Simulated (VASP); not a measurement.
# Sr in VASP: further runs

Sr is run at these levels: PBE; tasks: electric field gradients.

All numbers are computed with VASP 6.6.1; they aren't measurements. Logs are shortened: lines on timing, memory, paths and dates and some standing lists are left out, and cuts for length are marked.

## Step 1: The cell of the first run

Symmetry: Im-3m, No. 229, cubic system. Conventional cell: a = 4.945 Å, b = 4.945 Å, c = 4.945 Å, α = 90.00°, β = 90.00°, γ = 90.00°. Sr (site symmetry m-3m) has 14 Sr at 4.28 to 4.95 Å within 5.6 Å.

This isn't the form of Sr at room conditions, which is fcc.

## Step 2: Electric field gradients, PBE (60.46 Å³/atom)

INCAR reads:

```
SYSTEM = Sr
  ALGO = Normal
  EDIFF = 1E-8
  ENCUT = 520
  GGA = PE
  ISIF = 2
  ISMEAR = -1
  LASPH = .TRUE.
  LCHARG = .FALSE.
  LEFG = .TRUE.
  LREAL = .FALSE.
  LWAVE = .FALSE.
  NBANDS = 11
  NELM = 60
  PREC = Accurate
  SIGMA = 0.05
```

KPOINTS reads:

```
k-points
0
G
  12 12 12
  0 0 0
```

POSCAR reads:

```
Sr
1.0
   -2.4725610944      2.4725610944      2.4725610944
    2.4725610944     -2.4725610944      2.4725610944
    2.4725610944      2.4725610944     -2.4725610944
Sr
1
Direct
    0.0000000000      0.0000000000      0.0000000000
```

Potentials or basis: VASP PAW PBE potentials, release 64 (Sr_sv).

Launch:

```sh
cat potpaw_PBE.64/Sr_sv/POTCAR > POTCAR
mpirun -np 1 vasp_std > vasp.out
```

OUTCAR:

```text
SYSTEM = Sr
   EDIFF = 1E-8
   ENCUT = 520
   GGA = PE
   ISIF = 2
   ISMEAR = -1
   LASPH = .TRUE.
   LREAL = .FALSE.
   NELM = 60
   PREC = Accurate

 ion  position               nearest neighbor table
   1  0.000  0.000  0.000-

  LATTYP: Found a body centered cubic cell.
 ALAT       =     4.9451221888

  Lattice vectors:

 A1 = (  -2.4725610944,   2.4725610944,   2.4725610944)
 A2 = (   2.4725610944,  -2.4725610944,   2.4725610944)
 A3 = (   2.4725610944,   2.4725610944,  -2.4725610944)

Analysis of symmetry for initial positions (statically):
=====================================================================
 Subroutine PRICEL returns:
 Original cell was already a primitive cell.

 Routine SETGRP: Setting up the symmetry group for a
 body centered cubic supercell.

 Subroutine GETGRP returns: Found 48 space group operations
 (whereof 48 operations were pure point group operations)
 out of a pool of 48 trial point group operations.

The static configuration has the point symmetry O_h .

Analysis of symmetry for dynamics (positions and initial velocities):
=====================================================================
 Subroutine PRICEL returns:
 Original cell was already a primitive cell.

 Routine SETGRP: Setting up the symmetry group for a
 body centered cubic supercell.

 Subroutine GETGRP returns: Found 48 space group operations
 (whereof 48 operations were pure point group operations)
 out of a pool of 48 trial point group operations.

The dynamic configuration has the point symmetry O_h .

 Subroutine INISYM returns: Found 48 space group operations
 (whereof 48 operations are pure point group operations),
 and found     1 'primitive' translations

----------------------------------------------------------------------------------------

                                     Primitive cell

  volume of cell :      60.4646

  direct lattice vectors                    reciprocal lattice vectors
    -2.472561094  2.472561094  2.472561094     0.000000000  0.202219472  0.202219472
     2.472561094 -2.472561094  2.472561094     0.202219472  0.000000000  0.202219472
     2.472561094  2.472561094 -2.472561094     0.202219472  0.202219472  0.000000000

  length of vectors
     4.282601440  4.282601440  4.282601440     0.285981520  0.285981520  0.285981520

[... 118 lines left out ...]
  ---------------------------------------------------
  ext. energy  EPLUGINS =         0.00000000
  ---------------------------------------------------
  free energy    TOTEN  =        -1.61225242 eV

  energy without entropy =       -1.59862696  energy(sigma->0) =       -1.60543969

 E-fermi :   1.3002     XC(G=0):  -7.0683

 val. band max:        1.2976524869   @ k =   0.5000   0.5000   0.4167
 cond. band min:       1.3211052787   @ k =  -0.4167  -0.4167   0.1667
 fundamental gap:      0.0234527918
 Fermi energy:         1.3001594364

 k-point     1 :       0.0000    0.0000    0.0000
  band No.  band energies     occupation
      1     -35.5357      2.00000
      2     -17.4343      2.00000
      3     -17.4343      2.00000
      4     -17.4343      2.00000
      5      -2.2200      2.00000
      6       3.5316      0.00000
      7       3.5316      0.00000
      8       3.5316      0.00000
      9       4.7462      0.00000
     10       4.7462      0.00000
     11       9.0020      0.00000
[... 309 lines left out ...]
 k-point    24 :       0.4167    0.0833    0.0833
  band No.  band energies     occupation
      1     -35.5259      2.00000
      2     -17.5645      2.00000
      3     -17.4872      2.00000
      4     -17.4430      2.00000
      5       0.5525      2.00000
      6       1.3871      0.29901
      7       2.2884      0.00000
      8       4.6080      0.00000
      9       5.1895      0.00000
     10       5.9280      0.00000
     11       6.4112      0.00000

 [... further k-points ...]
[... 5 lines left out ...]
  --------------------------------------------------------------------------------------
  -------------------------------------------------------------------------------------
  Total       -0.4042908     -0.4042908     -0.4042908      0.0000000      0.0000000     -0.0000000
  in kB      -10.7128101    -10.7128101    -10.7128101      0.0000000      0.0000000     -0.0000000
  external PRESSURE =     -10.7128101 kB  Pullay stress =       0.0000000 kB

 VOLUME and BASIS-vectors are now :
 -----------------------------------------------------------------------------
  energy-cutoff  :      520.00
  volume of cell :       60.46
      direct lattice vectors                 reciprocal lattice vectors
    -2.472561094  2.472561094  2.472561094     0.000000000  0.202219472  0.202219472
     2.472561094 -2.472561094  2.472561094     0.202219472  0.000000000  0.202219472
     2.472561094  2.472561094 -2.472561094     0.202219472  0.202219472  0.000000000

 POSITION                                       TOTAL-FORCE (eV/Angst)
 -----------------------------------------------------------------------------------
      0.00000      0.00000      0.00000        -0.000000      0.000000      0.000000
 -----------------------------------------------------------------------------------
    total drift:                                0.000000      0.000000     -0.000000

  FREE ENERGIE OF THE ION-ELECTRON SYSTEM (eV)
  ---------------------------------------------------
  free  energy   TOTEN  =        -1.6122524150 eV

  energy  without entropy=       -1.5986269625  energy(sigma->0) =       -1.60543969

 Electric field gradients (V/A^2)
---------------------------------------------------------------------
 ion       V_xx      V_yy      V_zz      V_xy      V_xz      V_yz
---------------------------------------------------------------------
   1       0.000     0.000    -0.000     0.000     0.000     0.000
---------------------------------------------------------------------

 Electric field gradients after diagonalization (V/A^2)
 (convention: |V_zz| > |V_xx| > |V_yy|)
----------------------------------------------------------------------
 ion       V_xx      V_yy      V_zz     asymmetry (V_yy - V_xx)/ V_zz
----------------------------------------------------------------------
   1      -0.000    -0.000     0.000       0.000
----------------------------------------------------------------------

           NMR quadrupolar parameters

 Cq : quadrupolar parameter    Cq=e*Q*V_zz/h
 eta: asymmetry parameters     (V_yy - V_xx)/ V_zz
 Q  : nuclear electric quadrupole moment in mb (millibarn)
----------------------------------------------------------------------
 ion       Cq(MHz)       eta       Q (mb)
----------------------------------------------------------------------
   1       0.000       0.000       1.000
----------------------------------------------------------------------
```

stdout:

```text
POSCAR found type information on POSCAR Sr
 POSCAR found :  1 types and       1 ions
 scaLAPACK will be used
 LDA part: xc-table for (Slater+PW92), standard interpolation
 POSCAR, INCAR and KPOINTS ok, starting setup
 FFT: planning ... GRIDC
 FFT: planning ... GRID_SOFT
 FFT: planning ... GRID
 WAVECAR not read
 entering main loop
ion   1
```

Wall time 19 s (1 thread of Intel Xeon Platinum 8488C (Sapphire Rapids), shared host); peak memory 0.2 GiB.

What came out:

```
Free energy                             : -1.6123 eV
Pressure                                : -1.1 GPa
Band gap on the k mesh                  : zero (bands 5 and 6 overlap by 0.34 eV)
Largest electric field gradient by atom : under 0.05 V/Å² on every atom
```

## Step 3: Electric field gradients, PBE (x and y stretched by +1.5 %, z held)

INCAR reads:

```
PREC = Accurate
ENCUT = 520
EDIFF = 1E-8
ISMEAR = -1
SIGMA = 0.05
LREAL = False
LASPH = True
NELM = 80
ALGO = Normal
ISIF = 2
LWAVE = False
LCHARG = False
GGA = PE
LEFG = True
NBANDS = 11
```

KPOINTS reads:

```
regular mesh
0
Gamma
  12 12 12
```

POSCAR reads:

```
Sr
1.0
   -2.4613750000      2.4613750000      2.4250000000
    2.4613750000     -2.4613750000      2.4250000000
    2.4613750000      2.4613750000     -2.4250000000
Sr
1
Direct
    0.0000000000      0.0000000000      0.0000000000
```

Potentials or basis: VASP PAW PBE potentials, release 64 (Sr_sv).

Launch:

```sh
cat potpaw_PBE.64/Sr_sv/POTCAR > POTCAR
mpirun -np 1 vasp_std > vasp.out
```

OUTCAR:

```text
PREC = Accurate
   ENCUT = 520
   EDIFF = 1E-8
   ISMEAR = -1
   LREAL = False
   LASPH = True
   NELM = 80
   ISIF = 2
   GGA = PE

 ion  position               nearest neighbor table
   1  0.000  0.000  0.000-

  LATTYP: Found a body centered tetragonal cell.
 ALAT       =     4.9227500000
 C/A-ratio  =     0.9852216749

  Lattice vectors:

 A1 = (  -2.4613750000,   2.4613750000,   2.4250000000)
 A2 = (   2.4613750000,  -2.4613750000,   2.4250000000)
 A3 = (   2.4613750000,   2.4613750000,  -2.4250000000)

Analysis of symmetry for initial positions (statically):
=====================================================================
 Subroutine PRICEL returns:
 Original cell was already a primitive cell.

 Routine SETGRP: Setting up the symmetry group for a
 body centered tetragonal supercell.

 Subroutine GETGRP returns: Found 16 space group operations
 (whereof 16 operations were pure point group operations)
 out of a pool of 16 trial point group operations.

The static configuration has the point symmetry D_4h.

Analysis of symmetry for dynamics (positions and initial velocities):
=====================================================================
 Subroutine PRICEL returns:
 Original cell was already a primitive cell.

 Routine SETGRP: Setting up the symmetry group for a
 body centered tetragonal supercell.

 Subroutine GETGRP returns: Found 16 space group operations
 (whereof 16 operations were pure point group operations)
 out of a pool of 16 trial point group operations.

The dynamic configuration has the point symmetry D_4h.

 Subroutine INISYM returns: Found 16 space group operations
 (whereof 16 operations are pure point group operations),
 and found     1 'primitive' translations

----------------------------------------------------------------------------------------

                                     Primitive cell

  volume of cell :      58.7662

  direct lattice vectors                    reciprocal lattice vectors
    -2.461375000  2.461375000  2.425000000     0.000000000  0.203138490  0.206185567
     2.461375000 -2.461375000  2.425000000     0.203138490  0.000000000  0.206185567
     2.461375000  2.461375000 -2.425000000     0.203138490  0.203138490  0.000000000

  length of vectors
     4.242329405  4.242329405  4.242329405     0.289443836  0.289443836  0.287281207

  position of ions in fractional coordinates (direct lattice)
     0.000000000  0.000000000  0.000000000

  ion indices of the primitive-cell ions
   primitive index   ion index
                 1           1

----------------------------------------------------------------------------------------

 KPOINTS: regular mesh

Automatic generation of k-mesh.
 Grid dimensions read from file:
 generate k-points for:   12   12   12

 Generating k-lattice:

[... 62 lines left out ...]
   LREAL  =      F    real-space projection
   EDIFFG = 0.1E-06   stopping-criterion for IOM
   NSW    =      0    number of steps for IOM
   IBRION =     -1    ionic relax: 0-MD 1-quasi-New 2-CG
   NFREE  =      0    steps in history (QN), initial steepest desc. (CG)
   ISIF   =      2    stress and relaxation
   ISYM   =      2    0-nonsym 1-usesym 2-fastsym
   POTIM  = 0.5000    time-step for ionic-motion
   TEBEG  =    0.0;   TEEND  =   0.0 temperature during run
   PSTRESS=    0.0 pullay stress
   NELECT =      10.0000    total number of electrons
   NUPDOWN=      -1.0000    fix difference up-down
   EMIN   =  10.00;   EMAX   =-10.00  energy-range for DOS
   EFERMI =   0.00;   METHOD = LEGACY
   ISMEAR =    -1;   SIGMA  =   0.05  broadening in eV -4-tet -1-fermi 0-gaus
   EFERMI_NEDOS =   21; number of points for ismear=-14 and -15
   IALGO  =     38    algorithm
   IMIX   =      4    mixing-type and parameters
     AMIX     =   0.40;   BMIX     =  1.00
     AMIX_MAG =   1.60;   BMIX_MAG =  1.00
  volume/ion in A,a.u.               =      58.77       396.57
  Fermi-wavevector in a.u.,A,eV,Ry     =   0.907192  1.714344 11.197551  0.822997
  Thomas-Fermi vector in A             =   2.030970
   LORBIT       =      0    0 simple, 1 ext, 2 COOP (PROOUT), +10 PAW based schemes
   GGA     = PE    functional components
   LHFCALC =     F    Hartree Fock is set to
   AEXX    =    0.0000 exact exchange contribution
   IVDW    =     0    specifies the selected vdW correction
   LEPSILON=     F    determine dielectric tensor
   LRPA    =     F    only Hartree local field effects (RPA)
 non-spin polarized calculation
  energy-cutoff  :      520.00
  volume of cell :       58.77
 maximum number of plane-waves:      1614
   NGX = 15   NGY = 15   NGZ = 15

 number of electron      10.0000000 magnetization

 Free energy of the ion-electron system (eV)
  ---------------------------------------------------
  ext. energy  EPLUGINS =         0.00000000
  ---------------------------------------------------
  free energy    TOTEN  =        -1.62235345 eV

  energy without entropy =       -1.60950911  energy(sigma->0) =       -1.61593128

 E-fermi :   1.3888     XC(G=0):  -7.1509

 val. band max:        1.3677041495   @ k =   0.5000   0.5000   0.4167
 cond. band min:       1.3978642535   @ k =  -0.2500   0.5000   0.2500
 fundamental gap:      0.0301601040
 Fermi energy:         1.3887760165

 k-point     1 :       0.0000    0.0000    0.0000
  band No.  band energies     occupation
      1     -35.3847      2.00000
      2     -17.2814      2.00000
      3     -17.2799      2.00000
      4     -17.2799      2.00000
      5      -2.1731      2.00000
      6       3.6057      0.00000
      7       3.6864      0.00000
      8       3.6864      0.00000
      9       4.8463      0.00000
     10       4.9603      0.00000
     11       9.1548      0.00000
[... 309 lines left out ...]
 k-point    24 :      -0.4167    0.1667    0.0000
  band No.  band energies     occupation
      1     -35.3754      2.00000
      2     -17.3985      2.00000
      3     -17.3268      2.00000
      4     -17.2917      2.00000
      5      -0.3201      2.00000
      6       2.2058      0.00000
      7       2.6071      0.00000
      8       4.6103      0.00000
      9       5.1745      0.00000
     10       5.4839      0.00000
     11       7.2701      0.00000

 [... further k-points ...]
[... 5 lines left out ...]
  --------------------------------------------------------------------------------------
  -------------------------------------------------------------------------------------
  Total       -0.3130453     -0.3130453     -0.3072979      0.0000000      0.0000000      0.0000000
  in kB       -8.5347446     -8.5347446     -8.3780472      0.0000000      0.0000000      0.0000000
  external PRESSURE =      -8.4825121 kB  Pullay stress =       0.0000000 kB

 VOLUME and BASIS-vectors are now :
 -----------------------------------------------------------------------------
  energy-cutoff  :      520.00
  volume of cell :       58.77
      direct lattice vectors                 reciprocal lattice vectors
    -2.461375000  2.461375000  2.425000000     0.000000000  0.203138490  0.206185567
     2.461375000 -2.461375000  2.425000000     0.203138490  0.000000000  0.206185567
     2.461375000  2.461375000 -2.425000000     0.203138490  0.203138490  0.000000000

 POSITION                                       TOTAL-FORCE (eV/Angst)
 -----------------------------------------------------------------------------------
      0.00000      0.00000      0.00000         0.000000      0.000000      0.000000
 -----------------------------------------------------------------------------------
    total drift:                                0.000000      0.000000     -0.000000

  FREE ENERGIE OF THE ION-ELECTRON SYSTEM (eV)
  ---------------------------------------------------
  free  energy   TOTEN  =        -1.6223534514 eV

  energy  without entropy=       -1.6095091144  energy(sigma->0) =       -1.61593128

 Electric field gradients (V/A^2)
---------------------------------------------------------------------
 ion       V_xx      V_yy      V_zz      V_xy      V_xz      V_yz
---------------------------------------------------------------------
   1      -0.314    -0.314     0.628    -0.000    -0.000    -0.000
---------------------------------------------------------------------

 Electric field gradients after diagonalization (V/A^2)
 (convention: |V_zz| > |V_xx| > |V_yy|)
----------------------------------------------------------------------
 ion       V_xx      V_yy      V_zz     asymmetry (V_yy - V_xx)/ V_zz
----------------------------------------------------------------------
   1      -0.314    -0.314     0.628       0.000
----------------------------------------------------------------------

           NMR quadrupolar parameters

 Cq : quadrupolar parameter    Cq=e*Q*V_zz/h
 eta: asymmetry parameters     (V_yy - V_xx)/ V_zz
 Q  : nuclear electric quadrupole moment in mb (millibarn)
----------------------------------------------------------------------
 ion       Cq(MHz)       eta       Q (mb)
----------------------------------------------------------------------
   1       0.002       0.000       1.000
----------------------------------------------------------------------
```

OSZICAR:

```text
N       E                     dE             d eps       ncg     rms          rms(c)
DAV:   1     0.361087353366E+02    0.36109E+02   -0.47581E+03  3586   0.779E+02
DAV:   2     0.159923806388E+00   -0.35949E+02   -0.35310E+02  4183   0.149E+02
DAV:   3    -0.154496162507E+01   -0.17049E+01   -0.16821E+01  5515   0.240E+01
DAV:   4    -0.161511949149E+01   -0.70158E-01   -0.70010E-01  4752   0.448E+00
DAV:   5    -0.161617745627E+01   -0.10580E-02   -0.10579E-02  5131   0.458E-01    0.104E+01
DAV:   6    -0.161959297377E+01   -0.34155E-02   -0.72221E-03  4359   0.948E-01    0.582E+00
DAV:   7    -0.162222142278E+01   -0.26284E-02   -0.12399E-02  3919   0.124E+00    0.297E-01
DAV:   8    -0.162231051753E+01   -0.89095E-04   -0.15184E-03  5563   0.232E-01    0.715E-02
DAV:   9    -0.162233562649E+01   -0.25109E-04   -0.23303E-05  4344   0.403E-02    0.294E-02
DAV:  10    -0.162235406770E+01   -0.18441E-04   -0.83611E-06  4474   0.202E-02    0.674E-03
DAV:  11    -0.162235348689E+01    0.58081E-06   -0.49259E-07  4612   0.475E-03    0.264E-03
DAV:  12    -0.162235337307E+01    0.11382E-06   -0.13681E-07  5628   0.251E-03    0.503E-04
DAV:  13    -0.162235348086E+01   -0.10779E-06   -0.54651E-09  3163   0.640E-04    0.286E-04
DAV:  14    -0.162235345632E+01    0.24543E-07   -0.25606E-09  2464   0.288E-04    0.205E-04
DAV:  15    -0.162235345136E+01    0.49570E-08   -0.91967E-10  2312   0.161E-04
   1 F= -.16223535E+01 E0= -.16159313E+01  d E =-.128443E-01
```

It took 1.8 min on 1 thread of Intel Xeon 8259CL, shared host; peak memory 0.25 GiB.

Results:

```yaml
Free_energy: -1.6224 eV
Pressure: -0.8 GPa
Band_gap_on_the_k_mesh: zero (bands 5 and 6 overlap by 0.36 eV)
Largest_electric_field_gradient_by_atom: Sr +0.6 V/Å²
```

Levels at points of the mesh, in eV from the Fermi level:
| k point | band 2 | band 3 | band 4 | band 5 | band 6 | band 7 | band 8 | band 9 |
| --- | --- | --- | --- | --- | --- | --- | --- | --- |
| (0.00, 0.00, 0.00) | -18.67 | -18.67 | -18.67 | -3.56 | 2.22 | 2.30 | 2.30 | 3.46 |
| (0.50, 0.00, 0.00) | -18.82 | -18.72 | -18.67 | -0.98 | 0.13 | 1.16 | 3.34 | 3.98 |
| (0.50, 0.50, 0.00) | -18.82 | -18.72 | -18.67 | -1.01 | 0.09 | 1.25 | 3.25 | 3.93 |
| (0.50, 0.50, 0.50) | -18.78 | -18.78 | -18.78 | -0.09 | -0.06 | 3.28 | 3.28 | 3.47 |

Electric field gradients, principal values (V/Å²):
```csv
atom,least,middle,greatest (by size)
1 Sr,-0.314,-0.314,0.628
```

Caveat: the cell differs from its parent crystal (x and y stretched by +1.5 %, z held); without QUAD_EFG the Cq values of the log hold for a quadrupole moment of 1 mb, not for the nuclei.

The gap in the log of VASP goes by the Fermi energy; the results here count the filled bands.